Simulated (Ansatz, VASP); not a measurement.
## SiF: VASP beside Ansatz

Contents of INCAR:

```
ALGO = Normal
EDIFF = 1E-6
ENCUT = 520
GGA = PE
ISIF = 2
ISMEAR = -1
LASPH = True
LCHARG = False
LREAL = False
LWAVE = False
NBANDS = 12
NELM = 80
PREC = Accurate
SIGMA = 0.05
```

Contents of KPOINTS:

```
k-points
0
Gamma
  9 9 9
```

Contents of POSCAR:

```
SiF
1.0
    3.0286000000      0.0000000000      0.0000000000
    0.0000000000      3.0286000000      0.0000000000
    0.0000000000      0.0000000000      3.0286000000
Si F
1 1
Direct
    0.4905460000      0.4926000000      0.4836290000
    0.0078680000     -0.0103740000      0.0020390000
```

The input input.yaml:

```yaml
crystal:
  lattice:
    - [3.0286, 0.0, 0.0]
    - [0.0, 3.0286, 0.0]
    - [0.0, 0.0, 3.0286]
  atoms:
    - { symbol: Si, position: [0.490546, 0.4926, 0.483629] }
    - { symbol: F, position: [0.007868, -0.010374, 0.002039] }
hamiltonian:
  xc: pbe
  pseudopotentials: { kind: paw, azcp: { folder: soft_1 } }
kpoints:
  mp_grid: { grid: [9, 9, 9] }
scf:
  occupations: { method: fermi_dirac, width: 0.05 }
output:
  forces: true
  stress: true
  eigenvalues: true
```

Change from the starting cell: atoms moved at random, drawn with an rms of 0.05 Å.

Alike in both runs: task single point; functional PBE; k mesh 9 × 9 × 9; occupations fermi-dirac, width 0.05 eV; no spin polarisation.

|  | VASP | Ansatz |
| --- | --- | --- |
| version | VASP 6.6.1 | Ansatz 0.2.0 |
| potentials or method | VASP PAW PBE potentials, release 64 (Si, F) | Ansatz PAW soft_1 |
| plane-wave cutoff (eV) | 520 | 420 |
| valence electrons in the cell | 11 | 11 |

|  | VASP | Ansatz | Ansatz less VASP |
| --- | --- | --- | --- |
| gap on the k mesh at the Fermi level (eV) | none | none | - |
| pressure (GPa) | 0.1 | 0.2 | +0.17 |
| traceless stress, the component that is largest in VASP (GPa) | -0.15 | -0.16 | -0.003 |
| rms of the force components (eV/Å) | 0.031 | 0.032 | +0.0011 |

Atom by atom the forces differ by 0.001 eV/Å (rms over components). A gap of «none» marks a metal or a gap that the smearing closes.
